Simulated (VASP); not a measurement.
A run of VASP 6.6.1 is set up as follows.

INCAR

```
  PREC = Accurate
  ENCUT = 520
  EDIFF = 1E-6
  ISMEAR = -1
  SIGMA = 0.05
  LREAL = F
  LASPH = T
  NELM = 100
  ALGO = Normal
  ISIF = 2
  LWAVE = F
  LCHARG = F
  GGA = PE
  NBANDS = 13
```

File KPOINTS:

```
regular mesh
0
Gamma
  8 8 8
```

The input POSCAR:

```
Pb
1.0
    0.0193336300      2.4628699300      2.5018675872
    2.5028571400     -0.0067465600      2.5284693810
    2.4813249000      2.4674178800      0.0150813936
Pb
1
Direct
    0.0000000000      0.0000000000      0.0000000000
```

Potentials or basis: VASP PAW PBE potentials, release 64 (Pb_d).

The run is started by

```sh
$ cat potpaw_PBE.64/Pb_d/POTCAR > POTCAR
$ mpirun -np 1 vasp_std > vasp.out
```

(1) Predict the pressure.

(2) What does it give for the band gap on the k mesh?

## Answers

(1) 1.8 GPa.

(2) zero (bands 7 and 8 overlap by 8.45 eV).

Caveat: spin-orbit coupling is left out, which moves the levels of the heavy elements.
